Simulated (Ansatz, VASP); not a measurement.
# Lu in VASP and in Ansatz

```xyz
2
Lattice="3.5048 0.0000 0.0000 -1.7524 3.0353 0.0000 0.0000 0.0000 5.4697" Properties=species:S:1:pos:R:3 pbc="T T T"
Lu    0.0000    2.0235    1.3674
Lu    1.7524    1.0118    4.1023
```

Alike in both runs: task single point; functional r2SCAN; k mesh 10 × 10 × 6; occupations gaussian, width 0.01 eV; no spin polarisation.

```csv
,VASP,Ansatz
version,VASP 6.6.1,Ansatz 0.2.0
potentials or method,"VASP PAW PBE potentials, release 64 (Lu), cutoff 520 eV","plane waves (500 eV) with PAW, scalar-relativistic"
valence electrons in the cell,50,50
```

|  | VASP | Ansatz | Ansatz less VASP |
| --- | --- | --- | --- |
| pressure (GPa) | -0.1 | -0.4 | -0.31 |
| traceless stress, the component that is largest in VASP (GPa) | -0.52 | -0.57 | -0.042 |

VASP's potentials were made for PBE, not for r2SCAN.

Neither program's run includes spin-orbit coupling.
